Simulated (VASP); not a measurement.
Write the native input for VASP 6.6.1 that does the following.

```
Task                   : single point
Functional             : PBEsol
Potentials or basis    : VASP PAW PBE potentials, release 64 (Zn, Se)
Cutoff                 : 520 eV
k mesh                 : 8 × 8 × 6
Occupations            : gaussian, width 0.02 eV
Spin                   : no spin polarisation
Dipole correction      : no
Further INCAR settings : ALGO = Normal; EDIFF = 1e-06; NBANDS = 26
```

The structure of ZnSe lies in POSCAR:

```
ZnSe
1.0
    2.8382484221      2.8382484221      0.0000000000
   -2.8382484221      2.8382484221      0.0000000000
    0.0000000000      0.0000000000      5.5205823876
Zn Se
2 2
Direct
    0.0000000000      0.0000000000      0.0000000000
    0.5000000000      0.5000000000      0.5000000000
    0.5000000000      0.0000000000      0.2500000000
    0.0000000000      0.5000000000      0.7500000000
```

This cell differs from its parent crystal: uniaxial strain along c: -2.0 %, then relaxed in part.

One way to write it, as run:

INCAR

```
SYSTEM = ZnSe
ALGO = Normal
EDIFF = 1E-6
ENCUT = 520
GGA = PS
ISIF = 2
ISMEAR = 0
LASPH = .TRUE.
LCHARG = .FALSE.
LREAL = .FALSE.
LWAVE = .FALSE.
NBANDS = 26
NELM = 100
PREC = Accurate
SIGMA = 0.02
```

KPOINTS

```
k-points
0
G
  8 8 6
  0 0 0
```

Potentials or basis: VASP PAW PBE potentials, release 64 (Zn, Se).

The run is started by

```bash
$ cat potpaw_PBE.64/Zn/POTCAR potpaw_PBE.64/Se/POTCAR > POTCAR
$ mpirun -np 1 vasp_std > vasp.out
```

Results of the run:

* Pressure: 0.6 GPa
* Band gap on the k mesh: 1.20 eV

Caveat: the cell differs from its parent crystal (uniaxial strain along c: -2.0 %, then relaxed in part); the PAW data sets were made with another functional, which shifts forces and pressure a little.

Wall time 64 s on 1 thread of AMD EPYC 9R45 96-Core Processor (Zen 5) (shared host), peak memory 0.23 GiB.
